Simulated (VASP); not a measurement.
# EuS (Fm-3m) in VASP: single point with PBE+U

Aim: the single point of EuS with PBE+U.

Everything below comes from runs of VASP 6.6.1. Logs are shortened: lines on timing, memory, paths and dates and some standing lists are left out, and cuts for length are marked.

## (1) The cell of the first run

Symmetry: Fm-3m, No. 225, cubic system. The conventional cell has a = 5.986 Å, b = 5.986 Å, c = 5.986 Å, α = 90.00°, β = 90.00°, γ = 90.00°. Eu (site symmetry m-3m) has 6 S at 2.99 Å within 3.9 Å. S (site symmetry m-3m) has 6 Eu at 2.99 Å within 3.9 Å.

## (2) Single point, PBE+U, collinear spin, ferromagnetic start

INCAR reads:

```
  PREC = Accurate
  ENCUT = 600
  EDIFF = 1E-6
  ISMEAR = 0
  SIGMA = 0.02
  LREAL = False
  LASPH = True
  NELM = 200
  ALGO = Normal
  ISIF = 2
  LWAVE = False
  LCHARG = False
  ISPIN = 2
  MAGMOM = 7.55 0
  LORBIT = 11
  LMAXMIX = 6
  LDAU = True
  LDAUTYPE = 2
  LDAUL = 3 -1
  LDAUU = 6 0
  LDAUJ = 0 0
  LDAUPRINT = 1
  GGA = PE
  NBANDS = 22
  GGA_COMPAT = False
```

KPOINTS reads:

```
Automatic mesh
0
Gamma
  8 8 8
```

POSCAR reads:

```
EuS
1.0
    0.0000000000      2.9932267466      2.9932267466
    2.9932267466      0.0000000000      2.9932267466
    2.9932267466      2.9932267466      0.0000000000
Eu S
1 1
Direct
    0.5000000000      0.5000000000      0.5000000000
    0.0000000000      0.0000000000      0.0000000000
```

Potentials or basis: VASP PAW PBE potentials, release 64 (Eu, S).

On the command line:

```bash
> cat potpaw_PBE.64/Eu/POTCAR potpaw_PBE.64/S/POTCAR > POTCAR
> mpirun -np 1 vasp_std > vasp.out
```

OUTCAR:

```text
PREC = Accurate
   ENCUT = 600
   EDIFF = 1E-6
   ISMEAR = 0
   LREAL = False
   LASPH = True
   NELM = 200
   ISIF = 2
   ISPIN = 2
   LORBIT = 11
   GGA = PE

 ion  position               nearest neighbor table
   1  0.500  0.500  0.500-   2 2.99   2 2.99   2 2.99   2 2.99   2 2.99   2 2.99
   2  0.000  0.000  0.000-   1 2.99   1 2.99   1 2.99   1 2.99   1 2.99   1 2.99

  LATTYP: Found a face centered cubic cell.
 ALAT       =     5.9864534932

  Lattice vectors:

 A1 = (   0.0000000000,   2.9932267466,   2.9932267466)
 A2 = (   2.9932267466,   0.0000000000,   2.9932267466)
 A3 = (   2.9932267466,   2.9932267466,   0.0000000000)

Analysis of symmetry for initial positions (statically):
=====================================================================
 Subroutine PRICEL returns:
 Original cell was already a primitive cell.

 Routine SETGRP: Setting up the symmetry group for a
 face centered cubic supercell.

 Subroutine GETGRP returns: Found 48 space group operations
 (whereof 48 operations were pure point group operations)
 out of a pool of 48 trial point group operations.

The static configuration has the point symmetry O_h .

Analysis of symmetry for dynamics (positions and initial velocities):
=====================================================================
 Subroutine PRICEL returns:
 Original cell was already a primitive cell.

 Routine SETGRP: Setting up the symmetry group for a
 face centered cubic supercell.

 Subroutine GETGRP returns: Found 48 space group operations
 (whereof 48 operations were pure point group operations)
 out of a pool of 48 trial point group operations.

The dynamic configuration has the point symmetry O_h .

Analysis of structural, dynamic, and magnetic symmetry:
=====================================================================
 Subroutine PRICEL returns:
 Original cell was already a primitive cell.

 Routine SETGRP: Setting up the symmetry group for a
 face centered cubic supercell.

 Subroutine GETGRP returns: Found 48 space group operations
 (whereof 48 operations were pure point group operations)
 out of a pool of 48 trial point group operations.

The overall configuration has the point symmetry O_h .

 Subroutine INISYM returns: Found 48 space group operations
 (whereof 48 operations are pure point group operations),
 and found     1 'primitive' translations

----------------------------------------------------------------------------------------

                                     Primitive cell

  volume of cell :      53.6351

  direct lattice vectors                    reciprocal lattice vectors
     0.000000000  2.993226747  2.993226747    -0.167043810  0.167043810  0.167043810
     2.993226747  0.000000000  2.993226747     0.167043810 -0.167043810  0.167043810
     2.993226747  2.993226747  0.000000000     0.167043810  0.167043810 -0.167043810

  length of vectors
     4.233061860  4.233061860  4.233061860     0.289328366  0.289328366  0.289328366

  position of ions in fractional coordinates (direct lattice)
[... 109 lines left out ...]
   LHFCALC =     F    Hartree Fock is set to
   AEXX    =    0.0000 exact exchange contribution
   IVDW    =     0    specifies the selected vdW correction
   LEPSILON=     F    determine dielectric tensor
   LRPA    =     F    only Hartree local field effects (RPA)
 spin polarized calculation
 Gauss-broadening in eV      SIGMA  =   0.02
  energy-cutoff  :      600.00
  volume of cell :       53.64
 maximum number of plane-waves:      1812
 NGX is ok and might be reduce to    36
   NGX = 17   NGY = 17   NGZ = 17

atom =   1  type =  1  l = 3

 onsite density matrix

spin component  1

  0.9752 -0.0000 -0.0009 -0.0000 -0.0000 -0.0000  0.0000
 -0.0000  0.9758  0.0000  0.0000  0.0000  0.0000 -0.0000
 -0.0009  0.0000  0.9757 -0.0000 -0.0000 -0.0000  0.0000
 -0.0000  0.0000 -0.0000  0.9746 -0.0000  0.0000  0.0000
 -0.0000  0.0000 -0.0000 -0.0000  0.9757  0.0000  0.0009
 -0.0000  0.0000 -0.0000  0.0000  0.0000  0.9764 -0.0000
  0.0000 -0.0000  0.0000  0.0000  0.0009 -0.0000  0.9752

spin component  2

  0.0018  0.0000  0.0008  0.0000  0.0000 -0.0000  0.0000
  0.0000  0.0000  0.0000 -0.0000 -0.0000 -0.0000  0.0000
  0.0008  0.0000  0.0013  0.0000 -0.0000 -0.0000 -0.0000
  0.0000 -0.0000  0.0000  0.0024  0.0000 -0.0000 -0.0000
  0.0000 -0.0000 -0.0000  0.0000  0.0013 -0.0000 -0.0008
 -0.0000 -0.0000 -0.0000 -0.0000 -0.0000  0.0007 -0.0000
  0.0000  0.0000 -0.0000 -0.0000 -0.0008 -0.0000  0.0018

 occupancies and eigenvectors

  o =  0.0000  v =  0.0000  0.0000  0.0000  0.0000  0.0000  0.0000  0.0000 -0.0000  1.0000  0.0000  0.0000  0.0000  0.0000  0.0000      0.0000  0.0000  0.0000  0.0000  0.0000  0.0000  0.0000  0.0000  0.0000  0.0000  0.0000  0.0000  0.0000  0.0000
  o =  0.0007  v =  0.0000  0.0000  0.0000  0.0000  0.0000  0.0000  0.0000  0.0038  0.0000 -0.0048 -0.0000 -0.7906 -0.0003 -0.6124      0.0000  0.0000  0.0000  0.0000  0.0000  0.0000  0.0000  0.0000  0.0000  0.0000  0.0000  0.0000  0.0000  0.0000
  o =  0.0007  v =  0.0000  0.0000  0.0000  0.0000  0.0000  0.0000  0.0000 -0.6124 -0.0000  0.7906 -0.0000 -0.0048  0.0000 -0.0038      0.0000  0.0000  0.0000  0.0000  0.0000  0.0000  0.0000  0.0000  0.0000  0.0000  0.0000  0.0000  0.0000  0.0000
  o =  0.0007  v =  0.0000  0.0000  0.0000  0.0000  0.0000  0.0000  0.0000 -0.0000  0.0000  0.0000 -0.0000  0.0002 -1.0000  0.0002      0.0000  0.0000  0.0000  0.0000  0.0000  0.0000  0.0000  0.0000  0.0000  0.0000  0.0000  0.0000  0.0000  0.0000
  o =  0.0024  v =  0.0000  0.0000  0.0000  0.0000  0.0000  0.0000  0.0000  0.0082  0.0000  0.0064  0.0001 -0.6123  0.0000  0.7905      0.0000  0.0000  0.0000  0.0000  0.0000  0.0000  0.0000  0.0000  0.0000  0.0000  0.0000  0.0000  0.0000  0.0000
  o =  0.0024  v =  0.0000  0.0000  0.0000  0.0000  0.0000  0.0000  0.0000 -0.7905 -0.0000 -0.6123  0.0007 -0.0064  0.0000  0.0082      0.0000  0.0000  0.0000  0.0000  0.0000  0.0000  0.0000  0.0000  0.0000  0.0000  0.0000  0.0000  0.0000  0.0000
  o =  0.0024  v =  0.0000  0.0000  0.0000  0.0000  0.0000  0.0000  0.0000 -0.0005  0.0000 -0.0004 -1.0000 -0.0001  0.0000  0.0001      0.0000  0.0000  0.0000  0.0000  0.0000  0.0000  0.0000  0.0000  0.0000  0.0000  0.0000  0.0000  0.0000  0.0000
  o =  0.9746  v =  0.0003  0.0000  0.0002  0.9995  0.0199 -0.0000 -0.0257  0.0000  0.0000  0.0000  0.0000  0.0000  0.0000  0.0000      0.0000  0.0000  0.0000  0.0000  0.0000  0.0000  0.0000  0.0000  0.0000  0.0000  0.0000  0.0000  0.0000  0.0000
  o =  0.9746  v = -0.6176  0.0000 -0.4784  0.0205 -0.3821  0.0000  0.4933  0.0000  0.0000  0.0000  0.0000  0.0000  0.0000  0.0000      0.0000  0.0000  0.0000  0.0000  0.0000  0.0000  0.0000  0.0000  0.0000  0.0000  0.0000  0.0000  0.0000  0.0000
  o =  0.9746  v = -0.4936  0.0000 -0.3823 -0.0252  0.4781 -0.0000 -0.6172  0.0000  0.0000  0.0000  0.0000  0.0000  0.0000  0.0000      0.0000  0.0000  0.0000  0.0000  0.0000  0.0000  0.0000  0.0000  0.0000  0.0000  0.0000  0.0000  0.0000  0.0000
  o =  0.9758  v =  0.0000  1.0000 -0.0000 -0.0000  0.0000 -0.0000  0.0000  0.0000  0.0000  0.0000  0.0000  0.0000  0.0000  0.0000      0.0000  0.0000  0.0000  0.0000  0.0000  0.0000  0.0000  0.0000  0.0000  0.0000  0.0000  0.0000  0.0000  0.0000
  o =  0.9764  v = -0.0000 -0.0000  0.0000 -0.0000 -0.0049 -1.0000 -0.0038  0.0000  0.0000  0.0000  0.0000  0.0000  0.0000  0.0000      0.0000  0.0000  0.0000  0.0000  0.0000  0.0000  0.0000  0.0000  0.0000  0.0000  0.0000  0.0000  0.0000  0.0000
  o =  0.9764  v =  0.6124 -0.0000 -0.7906 -0.0000  0.0012 -0.0000  0.0010  0.0000  0.0000  0.0000  0.0000  0.0000  0.0000  0.0000      0.0000  0.0000  0.0000  0.0000  0.0000  0.0000  0.0000  0.0000  0.0000  0.0000  0.0000  0.0000  0.0000  0.0000
  o =  0.9764  v = -0.0010 -0.0000  0.0012  0.0000  0.7906 -0.0062  0.6124  0.0000  0.0000  0.0000  0.0000  0.0000  0.0000  0.0000      0.0000  0.0000  0.0000  0.0000  0.0000  0.0000  0.0000  0.0000  0.0000  0.0000  0.0000  0.0000  0.0000  0.0000

 number of electron      22.9999997 magnetization       6.9999951

 Free energy of the ion-electron system (eV)
  ---------------------------------------------------
  ext. energy  EPLUGINS =         0.00000000
  ---------------------------------------------------
  free energy    TOTEN  =       -19.14546669 eV

  energy without entropy =      -19.14546669  energy(sigma->0) =      -19.14546669

 E-fermi :   3.3054     XC(G=0):  -9.4847

 val. band max:        3.1066142202   @ k =   0.0000   0.0000   0.0000
 cond. band min:       3.6055522619   @ k =   0.5000   0.5000   0.0000
 fundamental gap:      0.4989380417
 Fermi energy:         3.3054388014

 spin component 1

 k-point     1 :       0.0000    0.0000    0.0000
  band No.  band energies     occupation
      1     -36.5136      1.00000
      2     -15.3975      1.00000
      3     -15.3975      1.00000
      4     -15.3975      1.00000
      5      -9.2067      1.00000
      6       1.1818      1.00000
[... 1193 lines left out ...]
     21      13.1985      0.00000
     22      13.3504      0.00000

 [... further k-points ...]
[... 5 lines left out ...]
  --------------------------------------------------------------------------------------
  -------------------------------------------------------------------------------------
  Total        0.1008608      0.1008608      0.1008608     -0.0000000     -0.0000000      0.0000000
  in kB        3.0128954      3.0128954      3.0128954     -0.0000000     -0.0000000      0.0000000
  external PRESSURE =       3.0128954 kB  Pullay stress =       0.0000000 kB

 VOLUME and BASIS-vectors are now :
 -----------------------------------------------------------------------------
  energy-cutoff  :      600.00
  volume of cell :       53.64
      direct lattice vectors                 reciprocal lattice vectors
     0.000000000  2.993226747  2.993226747    -0.167043810  0.167043810  0.167043810
     2.993226747  0.000000000  2.993226747     0.167043810 -0.167043810  0.167043810
     2.993226747  2.993226747  0.000000000     0.167043810  0.167043810 -0.167043810

 POSITION                                       TOTAL-FORCE (eV/Angst)
 -----------------------------------------------------------------------------------
      2.99323      2.99323      2.99323        -0.000000     -0.000000     -0.000000
      0.00000      0.00000      0.00000         0.000000      0.000000      0.000000
 -----------------------------------------------------------------------------------
    total drift:                                0.000000      0.000000      0.000000

  FREE ENERGIE OF THE ION-ELECTRON SYSTEM (eV)
  ---------------------------------------------------
  free  energy   TOTEN  =       -19.1454666853 eV

  energy  without entropy=      -19.1454666853  energy(sigma->0) =      -19.14546669

 total charge

# of ion       s       p       d       f       tot
--------------------------------------------------
    1        2.029   5.788   0.237   6.830  14.884
    2        1.316   2.446   0.000   0.000   3.763
--------------------------------------------------
tot          3.345   8.234   0.237   6.830  18.647

 magnetization (x)

# of ion       s       p       d       f       tot
--------------------------------------------------
    1       -0.016  -0.118   0.044   6.813   6.723
    2       -0.006  -0.055   0.000   0.000  -0.061
--------------------------------------------------
tot         -0.022  -0.173   0.044   6.813   6.662
```

It took 2.5 min on 1 thread of AMD EPYC 7R13 (Zen 3), shared host; peak memory 0.26 GiB.

What came out:

| Property | Result |
| --- | --- |
| Free energy | -19.1455 eV |
| Pressure | 0.3 GPa |
| Band gap on the k mesh | 0.50 eV, indirect (least direct gap 0.77 eV) |
| Net moment | 7.00 μB per cell |
| Site moments | Eu +6.72; S -0.06 μB |
| Valence electrons inside the program's atomic spheres | Eu 14.88; S 3.76 |

Levels at points of the mesh, in eV from the valence-band top:
Spin up:
| k point | band 12 | band 13 | band 14 | band 15 | band 16 | band 17 | band 18 | band 19 |
| --- | --- | --- | --- | --- | --- | --- | --- | --- |
| (0.00, 0.00, 0.00) | -0.56 | 0.00 | 0.00 | 0.00 | 2.01 | 2.40 | 2.40 | 2.40 |
| (0.50, 0.00, 0.00) | -0.59 | -0.59 | -0.56 | -0.56 | 4.10 | 4.52 | 5.01 | 5.01 |
| (0.50, 0.50, 0.00) | -0.61 | -0.58 | -0.27 | -0.27 | 0.50 | 4.42 | 4.42 | 5.81 |
Spin down:
```csv
k point,band 5,band 6,band 7,band 8,band 9,band 10,band 11,band 12
"(0.00, 0.00, 0.00)",-12.32,-1.45,-1.45,-1.45,2.44,3.05,3.05,3.05
"(0.50, 0.00, 0.00)",-11.34,-4.00,-2.60,-2.60,4.26,5.20,5.98,5.98
"(0.50, 0.50, 0.00)",-11.99,-2.61,-1.82,-1.82,1.01,5.02,5.26,6.74
```

Eigenvalues of the final occupation matrices:
```
    site  spin  trace                         eigenvalues
site 1 f     1   6.83  0.97 0.97 0.97 0.98 0.98 0.98 0.98
site 1 f     2   0.01  0.00 0.00 0.00 0.00 0.00 0.00 0.00
```

Caveat: spin-orbit coupling is left out, which moves the levels of the heavy elements; a cell with one magnetic atom can't hold antiferromagnetic order, which such compounds often take. A k mesh can miss the band edges.
